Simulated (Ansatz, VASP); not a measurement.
# Two plane-wave programs on CdS

The input INCAR:

```
PREC = Accurate ; ENCUT = 540
EDIFF = 1E-7 ; ISMEAR = -1
SIGMA = 0.05 ; LREAL = F
LASPH = T ; NELM = 120
ALGO = Normal ; ISIF = 3
LWAVE = F ; LCHARG = F
GGA = PS ; IVDW = 13
IBRION = 2 ; NSW = 60
EDIFFG = -0.01 ; GGA_COMPAT = F
NELMIN = 4
```

File KPOINTS:

```
regular mesh
0
Gamma
  8 8 8
```

The input POSCAR:

```
CdS
1.0
    0.0000000000      2.7532440000      2.7532440000
    2.7532440000      0.0000000000      2.7532440000
    2.7532440000      2.7532440000      0.0000000000
Cd S
1 1
Direct
    0.0000000000      0.0000000000      0.0000000000
    0.5000000000      0.5000000000      0.5000000000
```

Contents of input.yaml:

```yaml
crystal:
  lattice:
    - [0.0, 2.753244, 2.753244]
    - [2.753244, 0.0, 2.753244]
    - [2.753244, 2.753244, 0.0]
  atoms:
    - { symbol: Cd, position: [0.0, 0.0, 0.0] }
    - { symbol: S, position: [0.5, 0.5, 0.5] }
hamiltonian:
  xc: pbesol
  pseudopotentials: { kind: paw }
  dispersion: d4
kpoints:
  mp_grid: { grid: [8, 8, 8] }
scf:
  occupations: { method: fermi_dirac, width: 0.05 }
output:
  forces: true
  stress: true
  eigenvalues: true
relax:
  f_tol: 0.01
  max_steps: 40
  cell: { stress_tol: 0.05 }
```

Alike in both runs: task relaxation of cell and atoms; functional PBEsol; dispersion D4; k mesh 8 × 8 × 8; occupations fermi-dirac, width 0.05 eV; no spin polarisation.

```csv
,VASP,Ansatz
version,VASP 6.6.1,Ansatz 0.2.0
potentials or method,"VASP PAW PBE potentials, release 64 (Cd_sv_GW, S)",Ansatz PAW
plane-wave cutoff (eV),540,420
valence electrons in the cell,26,26
```

Ansatz gave:

| Quantity | Value |
| --- | --- |
| relaxed volume (Å³/atom) | 19.24 |
| relaxed cell length with the largest relative difference (Å) | 3.790 |

Estimate VASP's values.

relaxed volume (Å³/atom): 19.09; relaxed cell length with the largest relative difference (Å): 3.780.

VASP's potentials were made for PBE, not for PBEsol.

Noted on Ansatz's run: the plane-wave basis is chosen anew once the cell has moved, so the energies of steps on either side of that aren't comparable.
